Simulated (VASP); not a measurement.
Write the native input for VASP 6.6.1 that does the following.

* Task: relaxation of cell and atoms
* Functional: PBE
* Dispersion: D4
* Potentials or basis: VASP PAW PBE potentials, release 64 (Hf_pv, O)
* Cutoff: 600 eV
* k mesh: 6 × 6 × 6
* Occupations: gaussian, width 0.01 eV
* Spin: no spin polarisation
* Dipole correction: no
* Further INCAR settings: ALGO = Normal; EDIFF = 1e-06; IBRION = 2; EDIFFG = -0.01; NSW = 80; ISIF = 3

The structure of HfO2 lies in POSCAR:

```
HfO2
1.0
    0.0000000000      2.5575000000      2.5575000000
    2.5575000000      0.0000000000      2.5575000000
    2.5575000000      2.5575000000      0.0000000000
Hf O
1 2
Direct
    0.0000000000      0.0000000000      0.0000000000
    0.2500000000      0.2500000000      0.2500000000
    0.7500000000      0.7500000000      0.7500000000
```

These files were run (other wordings do the same):

INCAR

```
PREC = Accurate
ENCUT = 600
EDIFF = 1E-6
ISMEAR = 0
SIGMA = 0.01
LREAL = False
LASPH = True
NELM = 60
ALGO = Normal
ISIF = 3
LWAVE = False
LCHARG = False
GGA = PE
IVDW = 13
IBRION = 2
NSW = 80
EDIFFG = -0.01
```

KPOINTS

```
Automatic mesh
0
Gamma
  6 6 6
```

Potentials or basis: VASP PAW PBE potentials, release 64 (Hf_pv, O).

Command:

```sh
$ cat potpaw_PBE.64/Hf_pv/POTCAR potpaw_PBE.64/O/POTCAR > POTCAR
$ mpirun -np 1 vasp_std > vasp.out
```

Results of the run:

* Relaxed volume: 10.72 Å³/atom
* Relaxed cell: a = 3.570 Å, b = 3.570 Å, c = 3.570 Å, α = 60.00°, β = 60.00°, γ = 60.00°
* Space group after relaxing (to 0.1 Å): Fm-3m (No. 225)
* Energy gained by relaxing: 13.2 meV/atom
* Ionic steps: 3
* Pressure after relaxing: -0.1 GPa
* Band gap on the k mesh: 3.84 eV
* Dispersion energy per atom: -0.198 eV

Caveat: spin-orbit coupling is left out, which moves the levels of the heavy elements.

Wall time 65 s on 1 thread of AMD EPYC 7R13 (shared host), peak memory 0.15 GiB.
